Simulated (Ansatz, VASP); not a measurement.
One calculation of SiC, two programs

```
Si C
1.0
     0.00000    2.18986    2.18986
     2.18986    0.00000    2.18986
     2.18986    2.18986    0.00000
Si C
1 1
Direct
  0.00000 0.00000 0.00000
  0.25000 0.25000 0.25000
```

Alike in both runs: functional PBE; k mesh 10 × 10 × 10; occupations gaussian, width 0.02 eV; no spin polarisation.

Ansatz relaxed the structure, and its values are those at the end. VASP's run is a single point on that final structure, the one shown.

```csv
,VASP,Ansatz
version,VASP 6.6.1,Ansatz 0.2.0
potentials or method,"VASP PAW PBE potentials, release 64 (Si, C), cutoff 600 eV","scalar-relativistic, plane waves, PAW"
valence electrons in the cell,8,8
```

VASP gave:

```
gap on the k mesh at the Fermi level (eV) : 1.37
least direct gap on the mesh (eV)         : 4.53
pressure (GPa)                            : -0.2
```

**Question.** Which values does Ansatz return?

**Answer.** gap on the k mesh at the Fermi level (eV): 1.37; least direct gap on the mesh (eV): 4.53; pressure (GPa): 0.0.
